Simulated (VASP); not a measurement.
# KZnF3: single point with PBE

Crystal: KZnF3.

```
CELL_PARAMETERS angstrom
3.81120 0.00000 0.00000
0.00000 3.81120 0.00000
0.00000 0.00000 4.57344
ATOMIC_POSITIONS crystal
K 0.00000 0.00000 0.00000
Zn 0.50000 0.50000 0.50000
F 0.50000 0.50000 0.00000
F 0.00000 0.50000 0.50000
F 0.50000 0.00000 0.50000
```

This cell differs from its parent crystal: ratio of the length along z to the lengths across it x 1.2, volume and fractional coordinates fixed.

- Program: VASP 6.6.1
- Task: single point
- Functional: PBE
- Potentials or basis: VASP PAW PBE potentials, release 64 (K_sv, Zn, F)
- Cutoff: 520 eV
- k mesh: 6 × 6 × 6
- Occupations: gaussian, width 0.05 eV
- Spin: no spin polarisation
- Dipole correction: no
- Further INCAR settings: ALGO = Normal; EDIFF = 1e-06; NBANDS = 29

```yaml
Pressure: 8.9 GPa
Band_gap_on_the_k_mesh: 3.30 eV (least direct gap 5.42 eV)
```

Stress tensor (GPa, compression positive):
```
14.29  0.00  0.00
 0.00 14.29  0.00
 0.00  0.00 -1.74
```

Levels at points of the mesh, in eV from the valence-band top:
```csv
k point,band 17,band 18,band 19,band 20,band 21,band 22,band 23,band 24,band 25,band 26
"(0.00, 0.00, 0.00)",-2.83,-2.83,-2.32,-2.12,-2.12,3.30,7.80,8.45,9.00,10.24
"(0.50, 0.00, 0.00)",-2.49,-2.41,-2.36,-2.29,-2.04,6.46,7.87,9.41,9.44,10.72
"(0.50, 0.50, 0.00)",-2.46,-2.29,-2.29,-2.19,0.00,8.00,9.88,9.95,9.95,10.06
"(0.00, 0.00, 0.50)",-2.85,-2.85,-2.23,-2.06,-2.06,5.35,7.20,8.35,10.56,10.56
"(0.50, 0.00, 0.50)",-2.70,-2.32,-2.30,-2.14,-0.89,7.30,8.69,9.35,9.68,10.77
"(0.50, 0.50, 0.50)",-2.19,-1.99,-1.99,-1.15,0.00,7.42,7.85,7.85,9.82,10.38
```

It took 88 s on 1 thread of Intel Xeon 8259CL, with other jobs on the host, peak memory 0.22 GiB.

Caveat: the cell stands under pressure. A k mesh can miss the band edges.
